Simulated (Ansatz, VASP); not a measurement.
Two plane-wave programs on Sb

INCAR

```
SYSTEM = Sb
ALGO     = Normal         ! electronic algorithm
EDIFF    = 1E-6           ! SCF threshold, eV
ENCUT    = 500            ! plane-wave cutoff, eV
GGA      = PE             ! functional
GGA_COMPAT= .FALSE.      
ISIF     = 2              ! what is computed and relaxed
ISMEAR   = -1             ! smearing method
LASPH    = .TRUE.         ! aspherical terms in the spheres
LCHARG   = .FALSE.        ! write CHGCAR
LREAL    = .FALSE.        ! projectors in reciprocal space
LWAVE    = .FALSE.        ! write WAVECAR
NBANDS   = 8              ! bands
NELM     = 120            ! most SCF steps
PREC     = Accurate       ! precision mode
SIGMA    = 0.1            ! smearing width, eV
```

Contents of KPOINTS:

```
k-points
0
G
  16 16 16
  0 0 0
```

Contents of POSCAR:

```
Sb
1.0
   -1.8962776387      1.8962776387      1.8962776387
    1.8962776387     -1.8962776387      1.8962776387
    1.8962776387      1.8962776387     -1.8962776387
Sb
1
Direct
    0.0000000000      0.0000000000      0.0000000000
```

Input for Ansatz:

```yaml
crystal:
  lattice:
    - [-1.8962776387, 1.8962776387, 1.8962776387]
    - [1.8962776387, -1.8962776387, 1.8962776387]
    - [1.8962776387, 1.8962776387, -1.8962776387]
  atoms:
    - { symbol: Sb, position: [0.0, 0.0, 0.0] }
kpoints:
  mp_grid: { grid: [16, 16, 16] }
scf:
  occupations: { method: fermi_dirac, width: 0.1 }
hamiltonian:
  xc: pbe
  pseudopotentials: { kind: nc }
output:
  forces: true
  stress: true
  eigenvalues: true
```

Change from the starting cell: volume scaled by 1, norm-conserving files.

Alike in both runs: task single point; functional PBE; k mesh 16 × 16 × 16; occupations fermi-dirac, width 0.1 eV; no spin polarisation.

```csv
,VASP,Ansatz
version,VASP 6.6.1,Ansatz 0.2.0
potentials or method,"VASP PAW PBE potentials, release 64 (Sb)","norm-conserving pseudopotentials, scalar-relativistic"
plane-wave cutoff (eV),500,1088
valence electrons in the cell,5,15
```

VASP gave:

- pressure (GPa): -0.1

Which values does Ansatz return?

Pressure (GPa): 0.0.

VASP's potentials hold 5 valence electrons a cell and Ansatz's 15, so a difference there can come from the potentials and not from the codes.

Neither program's run includes spin-orbit coupling.
